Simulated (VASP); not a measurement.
# ZrB2 (k07) (P6/mmm) in VASP: further runs

Runs on ZrB2 (k07). Level: PBE. Tasks: single point, relaxation of cell and atoms.

Program: VASP 6.6.1. These are calculated values, not measurements. Logs are shortened: lines on timing, memory, paths and dates and some standing lists are left out, and cuts for length are marked.

## (1) The cell of the first run

It takes space group P6/mmm (No. 191, hexagonal). Conventional cell: a = 3.171 Å, b = 3.171 Å, c = 3.542 Å, α = 90.00°, β = 90.00°, γ = 120.00°. Zr (site symmetry 6/mmm) has 12 B at 2.55 Å and 6 Zr at 3.17 Å within 3.4 Å. B (site symmetry -6m2) has 3 B at 1.83 Å within 2.4 Å.

## (2) Single point, PBE

The input, INCAR:

```
ALGO     = Normal         # electronic algorithm
EDIFF    = 1E-6           # SCF threshold, eV
ENCUT    = 520            # plane-wave cutoff, eV
GGA      = PE             # functional
ISIF     = 2              # what is computed and relaxed
ISMEAR   = 0              # smearing method
LASPH    = True           # aspherical terms in the spheres
LCHARG   = False          # write CHGCAR
LREAL    = False          # projectors in reciprocal space
LWAVE    = False          # write WAVECAR
NBANDS   = 16             # bands
NELM     = 100            # most SCF steps
PREC     = Accurate       # precision mode
SIGMA    = 0.1            # smearing width, eV
```

The input, KPOINTS:

```
k-points
0
Gamma
  21 21 16
```

The input, POSCAR:

```
ZrB2
1.0
    3.1713052214      0.0000000000      0.0000000000
   -1.5856526107      2.7464308849      0.0000000000
    0.0000000000      0.0000000000      3.5417632207
Zr B
1 2
Direct
    0.0000000000      0.0000000000      0.0000000000
    0.3333333333      0.6666666667      0.5000000000
    0.6666666667      0.3333333333      0.5000000000
```

Potentials or basis: VASP PAW PBE potentials, release 64 (Zr_sv, B).

On the command line:

```bash
> cat potpaw_PBE.64/Zr_sv/POTCAR potpaw_PBE.64/B/POTCAR > POTCAR
> mpirun -np 1 vasp_std > vasp.out
```

OUTCAR:

```text
EDIFF = 1E-6
   ENCUT = 520
   GGA = PE
   ISIF = 2
   ISMEAR = 0
   LASPH = True
   LREAL = False
   NELM = 100
   PREC = Accurate

 ion  position               nearest neighbor table
   1  0.000  0.000  0.000-   2 2.55   3 2.55   2 2.55   3 2.55   3 2.55   3 2.55   2 2.55   2 2.55
                             3 2.55   3 2.55   2 2.55   2 2.55
   2  0.333  0.667  0.500-   3 1.83   3 1.83   3 1.83   1 2.55   1 2.55   1 2.55   1 2.55   1 2.55
                             1 2.55
   3  0.667  0.333  0.500-   2 1.83   2 1.83   2 1.83   1 2.55   1 2.55   1 2.55   1 2.55   1 2.55
                             1 2.55

  LATTYP: Found a hexagonal cell.
 ALAT       =     3.1713052214
 C/A-ratio  =     1.1168156243

  Lattice vectors:

 A1 = (   3.1713052214,   0.0000000000,   0.0000000000)
 A2 = (  -1.5856526107,   2.7464308849,   0.0000000000)
 A3 = (   0.0000000000,   0.0000000000,   3.5417632207)

Analysis of symmetry for initial positions (statically):
=====================================================================
 Subroutine PRICEL returns:
 Original cell was already a primitive cell.

 Routine SETGRP: Setting up the symmetry group for a
 hexagonal supercell.

 Subroutine GETGRP returns: Found 24 space group operations
 (whereof 24 operations were pure point group operations)
 out of a pool of 24 trial point group operations.

The static configuration has the point symmetry D_6h.

Analysis of symmetry for dynamics (positions and initial velocities):
=====================================================================
 Subroutine PRICEL returns:
 Original cell was already a primitive cell.

 Routine SETGRP: Setting up the symmetry group for a
 hexagonal supercell.

 Subroutine GETGRP returns: Found 24 space group operations
 (whereof 24 operations were pure point group operations)
 out of a pool of 24 trial point group operations.

The dynamic configuration has the point symmetry D_6h.

 Subroutine INISYM returns: Found 24 space group operations
 (whereof 24 operations are pure point group operations),
 and found     1 'primitive' translations

----------------------------------------------------------------------------------------

                                     Primitive cell

  volume of cell :      30.8479

  direct lattice vectors                    reciprocal lattice vectors
     3.171305221  0.000000000  0.000000000     0.315327580  0.182054463  0.000000000
    -1.585652611  2.746430885  0.000000000     0.000000000  0.364108926  0.000000000
     0.000000000  0.000000000  3.541763221     0.000000000  0.000000000  0.282345244

  length of vectors
     3.171305221  3.171305221  3.541763221     0.364108926  0.364108926  0.282345244

  position of ions in fractional coordinates (direct lattice)
     0.000000000  0.000000000  0.000000000
     0.333333333  0.666666667  0.500000000
     0.666666667  0.333333333  0.500000000

  ion indices of the primitive-cell ions
   primitive index   ion index
                 1           1
                 2           2
                 3           3

----------------------------------------------------------------------------------------

 KPOINTS: k-points

Automatic generation of k-mesh.
 Grid dimensions read from file:
 generate k-points for:   21   21   16

 Generating k-lattice:

  Cartesian coordinates                     Fractional coordinates (reciprocal lattice)
     0.015015599  0.008669260  0.000000000     0.047619048  0.000000000  0.000000000
     0.000000000  0.017338520  0.000000000     0.000000000  0.047619048  0.000000000
     0.000000000  0.000000000  0.017646578     0.000000000  0.000000000  0.062500000

  Length of vectors
     0.017338520  0.017338520  0.017646578

  Shift w.r.t. Gamma in fractional coordinates (k-lattice)
     0.000000000  0.000000000  0.000000000

 Subroutine IBZKPT returns following result:
 ===========================================

 Found    432 irreducible k-points:

 Following reciprocal coordinates:
            Coordinates               Weight
  0.000000  0.000000  0.000000      1.000000
  0.047619  0.000000  0.000000      6.000000
  0.095238  0.000000  0.000000      6.000000
  0.142857  0.000000  0.000000      6.000000
  0.190476  0.000000  0.000000      6.000000
  0.238095  0.000000  0.000000      6.000000
[... 16 lines left out ...]
  0.142857  0.095238  0.000000     12.000000
  0.190476  0.095238  0.000000     12.000000
 [... further k-points ...]
   k-points           NKPTS =    432   k-points in BZ     NKDIM =    432   number of bands    NBANDS=     16
   number of dos      NEDOS =    301   number of ions     NIONS =      3
   total plane-waves  NPLWV =  16128
   dimension x,y,z NGX =    24 NGY =   24 NGZ =   28
   dimension x,y,z NGXF=    48 NGYF=   48 NGZF=   56
   ions per type =               1   2
   NGX,Y,Z   is equivalent  to a cutoff of  12.58, 12.58, 13.14 a.u.
   NGXF,Y,Z  is equivalent  to a cutoff of  25.16, 25.16, 26.29 a.u.
 SYSTEM =  unknown system
   PREC   = accura    normal or accurate (medium, high low for compatibility)
   ISTART =      0    job   : 0-new  1-cont  2-samecut
   ICHARG =      2    charge: 1-file 2-atom 10-const
   ISPIN  =      1    spin polarized calculation?
   LNONCOLLINEAR =      F non collinear calculations
   LSORBIT =      F    spin-orbit coupling
   LASPH  =      T    aspherical Exc in radial PAW
   ENCUT  =  520.0 eV  38.22 Ry    6.18 a.u.   5.90  5.90  6.59*2*pi/ulx,y,z
   NELM   =    100;   NELMIN=  2; NELMDL= -5     # of ELM steps
   EDIFF  = 0.1E-05   stopping-criterion for ELM
   LREAL  =      F    real-space projection
   EDIFFG = 0.1E-04   stopping-criterion for IOM
   NSW    =      0    number of steps for IOM
   IBRION =     -1    ionic relax: 0-MD 1-quasi-New 2-CG
   NFREE  =      0    steps in history (QN), initial steepest desc. (CG)
   ISIF   =      2    stress and relaxation
   ISYM   =      2    0-nonsym 1-usesym 2-fastsym
   POTIM  = 0.5000    time-step for ionic-motion
   TEBEG  =    0.0;   TEEND  =   0.0 temperature during run
   PSTRESS=    0.0 pullay stress
   NELECT =      18.0000    total number of electrons
   NUPDOWN=      -1.0000    fix difference up-down
   EMIN   =  10.00;   EMAX   =-10.00  energy-range for DOS
   EFERMI =   0.00;   METHOD = LEGACY
   ISMEAR =     0;   SIGMA  =   0.10  broadening in eV -4-tet -1-fermi 0-gaus
   EFERMI_NEDOS =   21; number of points for ismear=-14 and -15
   IALGO  =     38    algorithm
   IMIX   =      4    mixing-type and parameters
     AMIX     =   0.40;   BMIX     =  1.00
     AMIX_MAG =   1.60;   BMIX_MAG =  1.00
  volume/ion in A,a.u.               =      10.28        69.39
  Fermi-wavevector in a.u.,A,eV,Ry     =   1.368013  2.585170 25.462757  1.871460
  Thomas-Fermi vector in A             =   2.494015
   LORBIT       =      0    0 simple, 1 ext, 2 COOP (PROOUT), +10 PAW based schemes
   GGA     = PE    functional components
   LHFCALC =     F    Hartree Fock is set to
   AEXX    =    0.0000 exact exchange contribution
   IVDW    =     0    specifies the selected vdW correction
   LEPSILON=     F    determine dielectric tensor
   LRPA    =     F    only Hartree local field effects (RPA)
 non-spin polarized calculation
 Gauss-broadening in eV      SIGMA  =   0.10
  energy-cutoff  :      520.00
  volume of cell :       30.85
 maximum number of plane-waves:       852
 NGX is ok and might be reduce to    24
   NGX = 11   NGY = 11   NGZ = 13

 number of electron      18.0000000 magnetization

 Free energy of the ion-electron system (eV)
  ---------------------------------------------------
  ext. energy  EPLUGINS =         0.00000000
  ---------------------------------------------------
  free energy    TOTEN  =       -24.97869021 eV

  energy without entropy =      -24.97736814  energy(sigma->0) =      -24.97802918

 E-fermi :  10.5467     XC(G=0): -12.4275

 val. band max:       10.5399360715   @ k =   0.0952   0.0000   0.3125
 cond. band min:      10.5521587895   @ k =   0.0000   0.0000   0.2500
 fundamental gap:      0.0122227180
 Fermi energy:        10.5467305661

 k-point     1 :       0.0000    0.0000    0.0000
  band No.  band energies     occupation
      1     -38.1553      2.00000
      2     -16.3422      2.00000
      3     -15.7885      2.00000
      4     -15.7885      2.00000
      5      -2.2287      2.00000
      6       7.8790      2.00000
[... 8 lines left out ...]
     15      15.6341      0.00000
     16      15.6341      0.00000

 k-point     2 :       0.0476    0.0000    0.0000
  band No.  band energies     occupation
      1     -38.1528      2.00000
      2     -16.3384      2.00000
      3     -15.8108      2.00000
      4     -15.7933      2.00000
      5      -2.1831      2.00000
      6       7.7386      2.00000
[... 8 lines left out ...]
     15      15.8803      0.00000
     16      15.9999      0.00000

 k-point     3 :       0.0952    0.0000    0.0000
  band No.  band energies     occupation
      1     -38.1454      2.00000
      2     -16.3274      2.00000
      3     -15.8753      2.00000
      4     -15.8073      2.00000
      5      -2.0482      2.00000
      6       7.3559      2.00000
[... 8 lines left out ...]
     15      16.2458      0.00000
     16      16.7268      0.00000

 k-point     4 :       0.1429    0.0000    0.0000
  band No.  band energies     occupation
      1     -38.1338      2.00000
      2     -16.3101      2.00000
      3     -15.9749      2.00000
      4     -15.8292      2.00000
      5      -1.8289      2.00000
      6       6.8115      2.00000
[... 8 lines left out ...]
     15      16.9207      0.00000
     16      17.3591      0.00000
[... 324 lines left out ...]
 k-point    22 :       0.0952    0.0952    0.0000
  band No.  band energies     occupation
      1     -38.1273      2.00000
      2     -16.3003      2.00000
      3     -16.0247      2.00000
      4     -15.8475      2.00000
      5      -1.7000      2.00000
      6       6.5868      2.00000
[... 8 lines left out ...]
     15      17.1549      0.00000
     16      17.1753      0.00000

 k-point    23 :       0.1429    0.0952    0.0000
  band No.  band energies     occupation
      1     -38.1131      2.00000
      2     -16.2791      2.00000
      3     -16.1362      2.00000
      4     -15.8806      2.00000
      5      -1.4075      2.00000
      6       6.0473      2.00000
[... 8 lines left out ...]
     15      17.1015      0.00000
     16      17.8842      0.00000

 k-point    24 :       0.1905    0.0952    0.0000
  band No.  band energies     occupation
      1     -38.0971      2.00000
      2     -16.2591      2.00000
      3     -16.2552      2.00000
      4     -15.9180      2.00000
      5      -1.0459      2.00000
      6       5.4487      2.00000
[... 8 lines left out ...]
     15      17.1863      0.00000
     16      18.7143      0.00000

 [... further k-points ...]
[... 5 lines left out ...]
  --------------------------------------------------------------------------------------
  -------------------------------------------------------------------------------------
  Total        0.0227478      0.0227478      0.0362964      0.0000000     -0.0000000      0.0000000
  in kB        1.1814713      1.1814713      1.8851567      0.0000000     -0.0000000      0.0000000
  external PRESSURE =       1.4160331 kB  Pullay stress =       0.0000000 kB

 VOLUME and BASIS-vectors are now :
 -----------------------------------------------------------------------------
  energy-cutoff  :      520.00
  volume of cell :       30.85
      direct lattice vectors                 reciprocal lattice vectors
     3.171305221  0.000000000  0.000000000     0.315327580  0.182054463  0.000000000
    -1.585652611  2.746430885  0.000000000     0.000000000  0.364108926  0.000000000
     0.000000000  0.000000000  3.541763221     0.000000000  0.000000000  0.282345244

 POSITION                                       TOTAL-FORCE (eV/Angst)
 -----------------------------------------------------------------------------------
      0.00000      0.00000      0.00000         0.000000      0.000000      0.000000
     -0.00000      1.83095      1.77088         0.000000      0.000000      0.000000
      1.58565      0.91548      1.77088        -0.000000      0.000000      0.000000
 -----------------------------------------------------------------------------------
    total drift:                               -0.000000      0.000000      0.000000

  FREE ENERGIE OF THE ION-ELECTRON SYSTEM (eV)
  ---------------------------------------------------
  free  energy   TOTEN  =       -24.9786902133 eV

  energy  without entropy=      -24.9773681448  energy(sigma->0) =      -24.97802918
```

Wall time 70 s (1 thread of Intel Xeon Platinum 8488C (Sapphire Rapids), shared host); peak memory 0.31 GiB.

Results:

```
Free energy            : -24.9787 eV
Pressure               : 0.1 GPa
Band gap on the k mesh : zero (band 9 reaches 11.17 eV, above the bottom of band 10 at 10.13 eV)
```

Levels at points of the mesh, in eV from the Fermi level:
```tsv
k point	band 7	band 8	band 9	band 10	band 11	band 12
(0.00, 0.00, 0.00)	-2.67	-2.64	-2.42	3.33	3.33	4.09
(0.00, 0.00, 0.50)	-1.02	-1.02	0.29	0.29	0.72	0.72
```

## (3) Relaxation of cell and atoms, PBE

This run uses another cell than the first one, of 10.25 Å³/atom, 0.997 times its volume.

The input, INCAR:

```
SYSTEM = ZrB2
PREC     = Accurate       ! precision mode
ENCUT    = 600            ! plane-wave cutoff, eV
EDIFF    = 1E-7           ! SCF threshold, eV
ISMEAR   = 0              ! smearing method
SIGMA    = 0.1            ! smearing width, eV
LREAL    = .False.        ! projectors in reciprocal space
LASPH    = .True.         ! aspherical terms in the spheres
NELM     = 100            ! most SCF steps
ALGO     = Normal         ! electronic algorithm
ISIF     = 3              ! what is computed and relaxed
LWAVE    = .False.        ! write WAVECAR
LCHARG   = .False.        ! write CHGCAR
GGA      = PE             ! functional
IBRION   = 2              ! ionic algorithm
NSW      = 100            ! ionic steps
EDIFFG   = -0.002         ! ionic threshold
```

The input, KPOINTS:

```
Automatic mesh
0
Gamma
  21 21 16
  0 0 0
```

The input, POSCAR:

```
ZrB2
1.0
    3.1700000000      0.0000000000      0.0000000000
   -1.5850000000      2.7453005300      0.0000000000
    0.0000000000      0.0000000000      3.5330000000
Zr B
1 2
Direct
    0.0000000000      0.0000000000      0.0000000000
    0.3333333333      0.6666666667      0.5000000000
    0.6666666667      0.3333333333      0.5000000000
```

Potentials or basis: VASP PAW PBE potentials, release 64 (Zr_sv, B).

On the command line:

```bash
> cat potpaw_PBE.64/Zr_sv/POTCAR potpaw_PBE.64/B/POTCAR > POTCAR
> mpirun -np 1 vasp_std > vasp.out
```

It took 4.9 min on 1 thread of Intel Xeon Platinum 8488C (Sapphire Rapids), shared host; peak memory 0.35 GiB.

It converged, with:

- Free energy: -24.9804 eV
- Relaxed volume: 10.29 Å³/atom
- Relaxed cell: a = 3.172 Å, b = 3.172 Å, c = 3.543 Å, α = 90.00°, β = 90.00°, γ = 120.00°
- Space group after relaxing (to 0.05 Å): P6/mmm (No. 191)
- Energy gained by relaxing: 0.1 meV/atom
- Ionic steps: 4
- Pressure after relaxing: 0.0 GPa
- Band gap on the k mesh: zero (band 9 reaches 11.16 eV, above the bottom of band 10 at 10.12 eV)

Step by step:
```
step  energy change (eV)  largest force (eV/Å)  pressure (GPa)  volume (Å³)
   1              0.0000                0.0000            0.90        30.75
   2              0.0000                0.0000           -1.06        31.00
   3             -0.0004                0.0000           -0.07        30.87
   4             -0.0004                0.0000            0.00        30.87
```

Final structure:
```
Zr B
1.0
     3.17162    0.00000    0.00000
    -1.58581    2.74671    0.00000
     0.00000    0.00000    3.54302
Zr B
1 2
Direct
  0.00000 0.00000 0.00000
  0.33333 0.66667 0.50000
  0.66667 0.33333 0.50000
```

Levels at points of the mesh, in eV from the Fermi level:
```csv
k point,band 7,band 8,band 9,band 10,band 11,band 12
"(0.00, 0.00, 0.00)",-2.66,-2.64,-2.43,3.33,3.33,4.08
"(0.00, 0.00, 0.50)",-1.01,-1.01,0.29,0.29,0.72,0.72
```

PBE usually gives volumes a little too large and moduli too small. Zero-point motion and thermal expansion aren't in these numbers.
